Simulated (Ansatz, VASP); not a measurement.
## Two plane-wave programs on LiF

File INCAR:

```
  ALGO = Normal
  EDIFF = 1E-7
  ENCUT = 520
  GGA = PE
  ISIF = 2
  ISMEAR = 0
  LASPH = T
  LCHARG = F
  LREAL = F
  LWAVE = F
  NBANDS = 18
  NELM = 60
  PREC = Accurate
  SIGMA = 0.01
```

The input KPOINTS:

```
k-points
0
Gamma
  9 9 4
```

File POSCAR:

```
LiF
1.0
    2.8580895597      0.0000000000      0.0000000000
   -1.4290447799      2.4751781650      0.0000000000
    0.0000000000      0.0000000000      4.9255140384
Li F
2 2
Direct
    0.0000000000      0.0000000000      0.0000000000
    0.0000000000      0.0000000000      0.5000000000
    0.3333333333      0.6666666667      0.2500000000
    0.6666666667      0.3333333333      0.7500000000
```

Input for Ansatz:

```yaml
crystal:
  lattice:
    - [2.8580895597, 0.0, 0.0]
    - [-1.4290447799, 2.475178165, 0.0]
    - [0.0, 0.0, 4.9255140384]
  atoms:
    - { symbol: Li, position: [0.0, 0.0, 0.0] }
    - { symbol: Li, position: [0.0, 0.0, 0.5] }
    - { symbol: F, position: [0.3333333333, 0.6666666667, 0.25] }
    - { symbol: F, position: [0.6666666667, 0.3333333333, 0.75] }
kpoints:
  mp_grid: { grid: [9, 9, 4] }
hamiltonian:
  xc: pbe
scf:
  occupations: { method: fixed }
  n_extra_bands: 5
output:
  forces: true
  stress: true
  eigenvalues: true
```

Alike in both runs: task single point; functional PBE; k mesh 9 × 9 × 4; no spin polarisation.

```csv
,VASP,Ansatz
version,VASP 6.6.1,Ansatz 0.2.0
potentials or method,"VASP PAW PBE potentials, release 64 (Li_sv, F)","plane waves, PAW"
plane-wave cutoff (eV),520,420
occupations,"gaussian, width 0.01 eV",fixed
valence electrons in the cell,20,20
```

```csv
,VASP,Ansatz,Ansatz less VASP
gap on the k mesh at the Fermi level (eV),8.46,8.47,+0.001
```

Noted on VASP's run: the cutoff is short for stress, so the pressure is rough.
